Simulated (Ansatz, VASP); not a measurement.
## Al2H in VASP and in Ansatz

```
Al H
1.0
     4.54680    0.00000    0.00000
    -2.27340    3.93764    0.00000
     0.00000    0.00000    2.64638
Al H
2 1
Direct
  0.33333 0.66667 0.50000
  0.66667 0.33333 0.50000
  0.00000 0.00000 0.00000
```

Alike in both runs: functional PBE; k mesh 6 × 6 × 6; occupations gaussian, width 0.1 eV; no spin polarisation.

Ansatz relaxed the structure, and its values are those at the end. VASP's run is a single point on that final structure, the one shown.

```csv
,VASP,Ansatz
version,VASP 6.6.1,Ansatz 0.2.0
potentials or method,"VASP PAW PBE potentials, release 64 (Al, H), cutoff 520 eV","scalar-relativistic, plane waves, PAW"
valence electrons in the cell,7,7
```

```csv
,VASP,Ansatz,Ansatz less VASP
gap on the k mesh at the Fermi level (eV),none,none,-
pressure (GPa),-0.2,-0.1,+0.05
```

A gap of «none» marks a metal or a gap that the smearing closes.

The k mesh is coarse, so the values compare programs but aren't converged.
